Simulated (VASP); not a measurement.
# Ta2NbO2 in VASP: a series of runs

Runs on Ta2NbO2. Level: PBE. Tasks: single point, relaxation of cell and atoms.

Program: VASP 6.6.1. These are calculated values, not measurements. Logs are shortened: lines on timing, memory, paths and dates and some standing lists are left out, and cuts for length are marked.

**1. The cell of the first run**

The typed cell holds 10 atoms: a = 4.202 Å, b = 4.201 Å, c = 8.371 Å, α = 90.00°, β = 90.00°, γ = 90.01°.

**2. Single point, PBE**

INCAR reads:

```
  PREC = Accurate
  ENCUT = 520
  EDIFF = 1E-6
  ISMEAR = 0
  SIGMA = 0.1
  LREAL = F
  LASPH = T
  NELM = 100
  ALGO = Normal
  ISIF = 2
  LWAVE = F
  LCHARG = F
  GGA = PE
  NBANDS = 58
```

KPOINTS reads:

```
Automatic mesh
0
Gamma
  4 4 2
```

POSCAR reads:

```
Ta2NbO2
1.0
    4.1760500838      0.4509314633      0.1009313632
   -0.4541282207      4.1758927346      0.0893543603
   -0.1810524580     -0.1990289941      8.3661767388
Ta Nb O
4 2 4
Direct
    0.4999233628     -0.0000208678      0.0499869602
    0.4999931015      0.9999450533      0.5499926955
    0.0000977637      0.4999335012      0.0499973809
    1.0000089259      0.5001747700      0.5500323080
    0.4999339723      0.5000300331      0.8000201925
    0.4999850855      0.5000684172      0.3000278950
    0.5001021160      0.0000430464      0.2999636864
    0.5000695412      1.0000313469      0.7999810469
   -0.0000560290      0.4998684420      0.2999835132
    0.9999421601      0.4999262578      0.8000143212
```

Potentials or basis: VASP PAW PBE potentials, release 64 (Ta_pv, Nb_sv, O).

Run with:

```sh
cat potpaw_PBE.64/Ta_pv/POTCAR potpaw_PBE.64/Nb_sv/POTCAR potpaw_PBE.64/O/POTCAR > POTCAR
mpirun -np 1 vasp_std > vasp.out
```

OUTCAR:

```text
PREC = Accurate
   ENCUT = 520
   EDIFF = 1E-6
   ISMEAR = 0
   LREAL = F
   LASPH = T
   NELM = 100
   ISIF = 2
   GGA = PE

 ion  position               nearest neighbor table
   1  0.500  1.000  0.050-   7 2.09   8 2.09   5 2.96   5 2.97   6 2.97   6 2.97   3 2.97   3 2.97
                             3 2.97   3 2.97
   2  0.500  1.000  0.550-   8 2.09   7 2.09   6 2.96   5 2.97   6 2.97   5 2.97   4 2.97   4 2.97
                             4 2.97   4 2.97
   3  0.000  0.500  0.050-  10 2.09   9 2.09   5 2.96   6 2.96   5 2.97   6 2.97   1 2.97   1 2.97
                             1 2.97   1 2.97
   4  0.000  0.500  0.550-  10 2.09   9 2.09   5 2.96   6 2.97   6 2.97   5 2.97   2 2.97   2 2.97
                             2 2.97   2 2.97
   5  0.500  0.500  0.800-   8 2.10  10 2.10   8 2.10  10 2.10   3 2.96   1 2.96   4 2.96   2 2.97
                             1 2.97   4 2.97   3 2.97   2 2.97
   6  0.500  0.500  0.300-   9 2.10   7 2.10   7 2.10   9 2.10   2 2.96   3 2.96   1 2.97   4 2.97
                             4 2.97   2 2.97   1 2.97   3 2.97
   7  0.500  0.000  0.300-   1 2.09   2 2.09   6 2.10   6 2.10
   8  0.500  0.000  0.800-   2 2.09   1 2.09   5 2.10   5 2.10
   9  1.000  0.500  0.300-   3 2.09   4 2.09   6 2.10   6 2.10
  10  1.000  0.500  0.800-   4 2.09   3 2.09   5 2.10   5 2.10

  LATTYP: Found a base centered monoclinic cell.
 ALAT       =    17.7636300092
 B/A-ratio  =     0.3345352379
 C/A-ratio  =     0.4712157434
 COS(beta)  =    -0.9424128490

  Lattice vectors:

 A1 = (  -3.9949976258,  -0.2519024692,  -8.4671081020)
 A2 = (   0.6351806787,  -3.9768637405,  -8.4555310991)
 A3 = (  -0.1810524580,  -0.1990289941,   8.3661767388)

Analysis of symmetry for initial positions (statically):
=====================================================================
 Subroutine PRICEL returns:
 Original cell was already a primitive cell.

 Routine SETGRP: Setting up the symmetry group for a
 base centered monoclinic supercell.

 Subroutine GETGRP returns: Found  1 space group operations
 (whereof  1 operations were pure point group operations)
 out of a pool of  4 trial point group operations.

The static configuration has the point symmetry C_1 .

Analysis of symmetry for dynamics (positions and initial velocities):
=====================================================================
 Subroutine PRICEL returns:
 Original cell was already a primitive cell.

 Routine SETGRP: Setting up the symmetry group for a
 base centered monoclinic supercell.

 Subroutine GETGRP returns: Found  1 space group operations
 (whereof  1 operations were pure point group operations)
 out of a pool of  4 trial point group operations.

The dynamic configuration has the point symmetry C_1 .

 Subroutine INISYM returns: Found  1 space group operations
 (whereof  1 operations are pure point group operations),
 and found     1 'primitive' translations

----------------------------------------------------------------------------------------

                                     Primitive cell

  volume of cell :     147.7612

  direct lattice vectors                    reciprocal lattice vectors
     4.176050084  0.450931463  0.100931363     0.236557650  0.025603063  0.005728435
    -0.454128221  4.175892735  0.089354360    -0.025667501  0.236569874  0.005072460
    -0.181052458 -0.199028994  8.366176739    -0.002579743 -0.002835549  0.119405626

  length of vectors
     4.201537888  4.201463647  8.370502121     0.238008096  0.238012301  0.119467146

  position of ions in fractional coordinates (direct lattice)
     0.499923363  0.999979132  0.049986960
     0.499993102  0.999945053  0.549992696
     0.000097764  0.499933501  0.049997381
     0.000008926  0.500174770  0.550032308
     0.499933972  0.500030033  0.800020192
     0.499985086  0.500068417  0.300027895
     0.500102116  0.000043046  0.299963686
     0.500069541  0.000031347  0.799981047
     0.999943971  0.499868442  0.299983513
     0.999942160  0.499926258  0.800014321

  ion indices of the primitive-cell ions
   primitive index   ion index
                 1           1
                 2           2
                 3           3
                 4           4
                 5           5
                 6           6
                 7           7
                 8           8
                 9           9
                10          10

----------------------------------------------------------------------------------------

 KPOINTS: Automatic mesh

Automatic generation of k-mesh.
 Grid dimensions read from file:
 generate k-points for:    4    4    2

 Generating k-lattice:

  Cartesian coordinates                     Fractional coordinates (reciprocal lattice)
     0.059139413  0.006400766  0.001432109     0.250000000  0.000000000  0.000000000
    -0.006416875  0.059142468  0.001268115    -0.000000000  0.250000000  0.000000000
[... 44 lines left out ...]
   EDIFFG = 0.1E-04   stopping-criterion for IOM
   NSW    =      0    number of steps for IOM
   IBRION =     -1    ionic relax: 0-MD 1-quasi-New 2-CG
   NFREE  =      0    steps in history (QN), initial steepest desc. (CG)
   ISIF   =      2    stress and relaxation
   ISYM   =      2    0-nonsym 1-usesym 2-fastsym
   POTIM  = 0.5000    time-step for ionic-motion
   TEBEG  =    0.0;   TEEND  =   0.0 temperature during run
   PSTRESS=    0.0 pullay stress
   NELECT =      94.0000    total number of electrons
   NUPDOWN=      -1.0000    fix difference up-down
   EMIN   =  10.00;   EMAX   =-10.00  energy-range for DOS
   EFERMI =   0.00;   METHOD = LEGACY
   ISMEAR =     0;   SIGMA  =   0.10  broadening in eV -4-tet -1-fermi 0-gaus
   EFERMI_NEDOS =   21; number of points for ismear=-14 and -15
   IALGO  =     38    algorithm
   IMIX   =      4    mixing-type and parameters
     AMIX     =   0.40;   BMIX     =  1.00
     AMIX_MAG =   1.60;   BMIX_MAG =  1.00
  volume/ion in A,a.u.               =      14.78        99.71
  Fermi-wavevector in a.u.,A,eV,Ry     =   1.407983  2.660701 26.972397  1.982415
  Thomas-Fermi vector in A             =   2.530187
   LORBIT       =      0    0 simple, 1 ext, 2 COOP (PROOUT), +10 PAW based schemes
   GGA     = PE    functional components
   LHFCALC =     F    Hartree Fock is set to
   AEXX    =    0.0000 exact exchange contribution
   IVDW    =     0    specifies the selected vdW correction
   LEPSILON=     F    determine dielectric tensor
   LRPA    =     F    only Hartree local field effects (RPA)
 non-spin polarized calculation
 Gauss-broadening in eV      SIGMA  =   0.10
  energy-cutoff  :      520.00
  volume of cell :      147.76
 maximum number of plane-waves:      3991
   NGX = 15   NGY = 15   NGZ = 31

 number of electron      93.9999993 magnetization

 Free energy of the ion-electron system (eV)
  ---------------------------------------------------
  ext. energy  EPLUGINS =         0.00000000
  ---------------------------------------------------
  free energy    TOTEN  =      -101.15642049 eV

  energy without entropy =     -101.13818717  energy(sigma->0) =     -101.14730383

 E-fermi :   7.1106     XC(G=0): -11.8224

 val. band max:        7.0504549325   @ k =   0.5000  -0.0000   0.0000
 cond. band min:       7.2101506549   @ k =   0.0000   0.0000   0.5000
 fundamental gap:      0.1596957225
 Fermi energy:         7.1105681299

 k-point     1 :       0.0000    0.0000    0.0000
  band No.  band energies     occupation
      1     -48.6917      2.00000
      2     -48.6915      2.00000
      3     -28.1940      2.00000
      4     -28.1513      2.00000
      5     -28.0764      2.00000
      6     -27.9980      2.00000
[... 50 lines left out ...]
     57       9.9749      0.00000
     58      10.5010      0.00000

 k-point     2 :       0.2500   -0.0000    0.0000
  band No.  band energies     occupation
      1     -48.6909      2.00000
      2     -48.6908      2.00000
      3     -28.1951      2.00000
      4     -28.1252      2.00000
      5     -28.1065      2.00000
      6     -28.0163      2.00000
[... 1093 lines left out ...]
      2     -48.6885      2.00000
      3     -28.1292      2.00000
      4     -28.1291      2.00000
      5     -28.1290      2.00000
      6     -28.1289      2.00000
[... 50 lines left out ...]
     57       9.7099      0.00000
     58       9.7460      0.00000

------------------------ aborting loop because EDIFF is reached ----------------------------------------

  FORCE on cell =-STRESS in cart. coord.  units (eV):
  Direction    XX          YY          ZZ          XY          YZ          ZX
  --------------------------------------------------------------------------------------
  -------------------------------------------------------------------------------------
  Total       -0.3395981     -0.3291158      0.3129159      0.0172543     -0.0099959     -0.0095726
  in kB       -3.6822687     -3.5686084      3.3929526      0.1870891     -0.1083858     -0.1037962
  external PRESSURE =      -1.2859749 kB  Pullay stress =       0.0000000 kB

 VOLUME and BASIS-vectors are now :
 -----------------------------------------------------------------------------
  energy-cutoff  :      520.00
  volume of cell :      147.76
      direct lattice vectors                 reciprocal lattice vectors
     4.176050084  0.450931463  0.100931363     0.236557650  0.025603063  0.005728435
    -0.454128221  4.175892735  0.089354360    -0.025667501  0.236569874  0.005072460
    -0.181052458 -0.199028994  8.366176739    -0.002579743 -0.002835549  0.119405626

 POSITION                                       TOTAL-FORCE (eV/Angst)
 -----------------------------------------------------------------------------------
      1.62454      4.39129      0.55801         0.000982      0.000028      0.000901
      1.53432      4.29166      4.74115         0.000277      0.000183      0.000263
     -0.23568      2.07776      0.46297        -0.002171      0.000235      0.001395
     -0.32669      1.97921      4.64636         0.000975     -0.002751     -0.005865
      1.71583      2.15428      6.78825         0.001146      0.000349     -0.000679
      1.80655      2.25398      2.60523        -0.002009     -0.002027     -0.001467
      2.03412      0.16599      2.56003        -0.001738      0.000355      0.003467
      1.94346      0.06641      6.74326        -0.000903     -0.000498      0.000921
      3.89450      2.47860      2.65531         0.002889      0.002747      0.003200
      3.80393      2.37932      6.83866         0.000553      0.001378     -0.002136
 -----------------------------------------------------------------------------------
    total drift:                                0.000015     -0.000023     -0.000006

  FREE ENERGIE OF THE ION-ELECTRON SYSTEM (eV)
  ---------------------------------------------------
  free  energy   TOTEN  =      -101.1564204907 eV

  energy  without entropy=     -101.1381871749  energy(sigma->0) =     -101.14730383
```

Run time: 82 s. Hardware: 1 thread of Intel Xeon 6975P-C (Granite Rapids), shared host; peak memory 0.32 GiB.

Results:

| Quantity | Value |
| --- | --- |
| Free energy | -101.1564 eV |
| Pressure | -0.1 GPa |
| Largest force | 0.007 eV/Å |
| Band gap on the k mesh | zero (bands 47 and 48 overlap by 0.92 eV) |

Forces on the atoms (eV/Å):
```
Ta   0.001  0.000  0.001
Ta   0.000  0.000  0.000
Ta  -0.002  0.000  0.001
Ta   0.001 -0.003 -0.006
Nb   0.001  0.000 -0.001
Nb  -0.002 -0.002 -0.001
O   -0.002  0.000  0.003
O   -0.001  0.000  0.001
O    0.003  0.003  0.003
O    0.001  0.001 -0.002
```

Caveat: the k points lie up to 0.38 Å⁻¹ apart, too coarse for converged energies and pressures of a metal; spin-orbit coupling is left out, which moves the levels of the heavy elements.

**3. Relaxation of cell and atoms, PBE**

This run uses another cell than the first one: it holds 5 atoms, not 10.

INCAR reads:

```
SYSTEM = Ta2NbO2
ALGO = Normal
EDIFF = 1E-6
EDIFFG = -0.04
ENCUT = 600
GGA = PE
IBRION = 2
ISIF = 3
ISMEAR = 0
LASPH = .True.
LCHARG = .False.
LREAL = .False.
LWAVE = .False.
NELM = 60
NSW = 90
PREC = Accurate
SIGMA = 0.1
```

KPOINTS reads:

```
k-points
0
Gamma
  4 4 6
  0 0 0
```

POSCAR reads:

```
Ta2NbO2
1.0
    4.7002540600      0.0000000000      0.0000000000
    0.0000000000      4.7002540600      0.0000000000
    0.0000000000      0.0000000000      3.1937455900
Ta Nb O
2 1 2
Direct
    0.0000000000      0.5000000000      0.0000000000
    0.5000000000      0.0000000000      0.0000000000
    0.5000000000      0.5000000000      0.0000000000
    0.0000000000      0.5000000000      0.5000000000
    0.5000000000      0.0000000000      0.5000000000
```

Potentials or basis: VASP PAW PBE potentials, release 64 (Ta_pv, Nb_sv, O).

Run with:

```sh
cat potpaw_PBE.64/Ta_pv/POTCAR potpaw_PBE.64/Nb_sv/POTCAR potpaw_PBE.64/O/POTCAR > POTCAR
mpirun -np 1 vasp_std > vasp.out
```

Wall time 5.3 min (1 thread of Intel Xeon 6975P-C (Granite Rapids), shared host); peak memory 0.25 GiB.

The run converged. Its results:

- Free energy: -44.2452 eV
- Relaxed volume: 20.77 Å³/atom
- Relaxed cell: a = 5.159 Å, b = 5.159 Å, c = 3.903 Å, α = 90.00°, β = 90.00°, γ = 90.00°
- Space group after relaxing (to 0.1 Å): P4/mmm (No. 123)
- Pressure after relaxing: 0.0 GPa
- Band gap on the k mesh: zero (an odd number of electrons rules out a gap without spin polarisation)

Final structure:
```
Ta Nb O
1.0
     5.15874    0.00000    0.00000
     0.00000    5.15874    0.00000
     0.00000    0.00000    3.90256
Ta Nb O
2 1 2
Cartesian
  0.0000 2.5794 0.0000
  2.5794 0.0000 0.0000
  2.5794 2.5794 0.0000
  0.0000 2.5794 1.9513
  2.5794 0.0000 1.9513
```

Levels at points of the mesh, in eV from the Fermi level:
| k point | band 21 | band 22 | band 23 | band 24 | band 25 | band 26 |
| --- | --- | --- | --- | --- | --- | --- |
| (0.00, 0.00, 0.00) | -3.30 | -1.65 | -1.65 | -1.41 | -0.74 | 1.26 |
| (0.50, 0.00, 0.00) | -1.54 | -1.25 | -0.29 | -0.21 | -0.09 | 0.25 |
| (0.50, 0.50, 0.00) | -0.48 | -0.17 | -0.02 | 0.40 | 0.66 | 0.75 |
| (0.00, 0.00, 0.50) | -3.18 | -1.04 | 0.47 | 0.47 | 1.73 | 2.53 |
| (0.50, 0.00, 0.50) | -1.16 | -0.37 | -0.10 | -0.04 | 0.44 | 0.64 |
| (0.50, 0.50, 0.50) | -0.86 | -0.22 | -0.22 | 0.19 | 0.45 | 0.90 |

Caveat: the volume moved by over 15 % at a fixed basis, so the end points are rough; spin-orbit coupling is left out, which moves the levels of the heavy elements; an odd number of electrons without spin polarisation forces a metal; a magnetic or distorted state may lie lower.

**4. Single point, PBE**

This run uses another cell than the first one: it holds 5 atoms, not 10.

INCAR reads:

```
SYSTEM = Ta2NbO2
ALGO = Normal
EDIFF = 1E-7
ENCUT = 520
GGA = PE
ISIF = 2
ISMEAR = 0
LASPH = .True.
LCHARG = .False.
LREAL = .False.
LWAVE = .False.
NBANDS = 32
NELM = 60
PREC = Accurate
SIGMA = 0.1
```

KPOINTS reads:

```
k-points
0
Gamma
  10 10 10
  0 0 0
```

POSCAR reads:

```
Ta2NbO2
1.0
    4.1873142898      0.0000000000      0.0000000000
    0.0000000000      4.1873142898      0.0000000000
    0.0000000000      0.0000000000      4.2029392965
Ta Nb O
2 1 2
Direct
    0.5000000000      0.0000000000      0.5000000000
    0.0000000000      0.5000000000      0.5000000000
    0.5000000000      0.5000000000      0.0000000000
    0.5000000000      0.0000000000      0.0000000000
    0.0000000000      0.5000000000      0.0000000000
```

Run with:

```sh
cat potpaw_PBE.64/Ta_pv/POTCAR potpaw_PBE.64/Nb_sv/POTCAR potpaw_PBE.64/O/POTCAR > POTCAR
mpirun -np 1 vasp_std > vasp.out
```

Run time: 89 s. Hardware: 1 thread of Intel Xeon 6975P-C (Granite Rapids), shared host; peak memory 0.38 GiB.

It converged, with:

```
Free energy            : -50.5949 eV
Pressure               : 0.0 GPa
Band gap on the k mesh : zero (an odd number of electrons rules out a gap without spin polarisation)
```

Stress tensor (GPa, compression positive):
```
-0.27  0.00  0.00
 0.00 -0.27  0.00
 0.00  0.00  0.40
```

Levels at points of the mesh, in eV from the Fermi level:
```
           k point  band 20  band 21  band 22  band 23  band 24  band 25  band 26  band 27
(0.00, 0.00, 0.00)    -3.57    -3.31    -3.31    -2.94     0.66     1.47     1.47     2.17
(0.50, 0.00, 0.00)    -2.89    -1.89    -0.53    -0.37    -0.27    -0.05     0.48     0.83
(0.50, 0.50, 0.00)    -2.79    -2.22    -1.82    -1.69     1.06     1.06     1.46     1.46
(0.00, 0.00, 0.50)    -2.89    -2.27    -1.09    -1.09    -0.52     0.28     1.02     1.02
(0.50, 0.00, 0.50)    -2.48    -1.93    -1.25    -0.68    -0.09     1.23     1.26     1.60
(0.50, 0.50, 0.50)    -3.18    -2.19     0.61     0.61     0.66     0.88     0.93     2.44
```

Caveat: spin-orbit coupling is left out, which moves the levels of the heavy elements; an odd number of electrons without spin polarisation forces a metal; a magnetic or distorted state may lie lower.

**5. Single point, PBE**

This run uses another cell than the first one: it holds 5 atoms, not 10.

INCAR reads:

```
SYSTEM = Ta2NbO2
  PREC = Accurate
  ENCUT = 520
  EDIFF = 1E-6
  ISMEAR = 0
  SIGMA = 0.1
  LREAL = .FALSE.
  LASPH = .TRUE.
  NELM = 60
  ALGO = Normal
  ISIF = 2
  LWAVE = .FALSE.
  LCHARG = .FALSE.
  GGA = PE
  NBANDS = 32
```

KPOINTS reads:

```
regular mesh
0
G
  8 8 10
  0 0 0
```

POSCAR reads:

```
Ta2NbO2
1.0
    5.1747929146      0.0000000000      0.0000000000
    0.0000000000      5.1747929146      0.0000000000
    0.0000000000      0.0000000000      3.9075669175
Ta Nb O
2 1 2
Direct
    0.0000000000      0.5000000000      0.0000000000
    0.5000000000      0.0000000000      0.0000000000
    0.5000000000      0.5000000000      0.0000000000
    0.0000000000      0.5000000000      0.5000000000
    0.5000000000      0.0000000000      0.5000000000
```

Run with:

```sh
cat potpaw_PBE.64/Ta_pv/POTCAR potpaw_PBE.64/Nb_sv/POTCAR potpaw_PBE.64/O/POTCAR > POTCAR
mpirun -np 1 vasp_std > vasp.out
```

It took 98 s on 1 thread of Intel Xeon 6975P-C (Granite Rapids), shared host; peak memory 0.41 GiB.

Results (log left out):

```
Free energy            : -44.3228 eV
Pressure               : 0.3 GPa
Band gap on the k mesh : zero (an odd number of electrons rules out a gap without spin polarisation)
```

Stress tensor (GPa, compression positive):
```
0.02 0.00 0.00
0.00 0.02 0.00
0.00 0.00 0.71
```

Levels at points of the mesh, in eV from the Fermi level:
```csv
k point,band 21,band 22,band 23,band 24,band 25,band 26
"(0.00, 0.00, 0.00)",-3.14,-1.53,-1.53,-1.30,-0.71,1.33
"(0.50, 0.00, 0.00)",-1.43,-1.19,-0.26,-0.14,0.01,0.33
"(0.50, 0.50, 0.00)",-0.39,-0.07,0.02,0.48,0.77,0.82
"(0.00, 0.00, 0.50)",-3.04,-0.94,0.54,0.54,1.75,2.61
"(0.50, 0.00, 0.50)",-1.09,-0.28,-0.03,0.06,0.50,0.74
"(0.50, 0.50, 0.50)",-0.75,-0.15,-0.15,0.25,0.56,1.00
```

Caveat: spin-orbit coupling is left out, which moves the levels of the heavy elements; an odd number of electrons without spin polarisation forces a metal; a magnetic or distorted state may lie lower.

**6. Summary**

```csv
task,cell,k mesh,cutoff (eV),gap on the mesh (eV),pressure (GPa)
single point,"a = 4.202, b = 4.201, c = 8.371 Å, 10 atoms, atomic positions A",4 × 4 × 2,520,none,-0.1
relaxation of cell and atoms,"relaxed from a = 4.700, b = 4.700, c = 3.194 Å, 5 atoms, atomic positions B",4 × 4 × 6,600,none,0.0
single point,"a = 4.187, b = 4.187, c = 4.203 Å, 5 atoms, atomic positions C",10 × 10 × 10,520,none,0.0
single point,"a = 5.175, b = 5.175, c = 3.908 Å, 5 atoms, atomic positions B",8 × 8 × 10,520,none,0.3
```

Alike in all rows: level PBE; potentials or basis VASP PAW PBE potentials, release 64 (Ta_pv, Nb_sv, O); no spin polarisation; smearing gaussian 0.1 eV.

Caveats: some runs use coarse meshes; spin-orbit coupling is left out, which moves the levels of the heavy elements; an odd number of electrons without spin polarisation forces a metal (at least some runs); a magnetic or distorted state may lie lower (at least some runs); the volume moved by over 15 % at a fixed basis, so the end points are rough (at least some runs).

Total energies depend on the potentials used, so only differences within one code and one set of settings carry meaning.
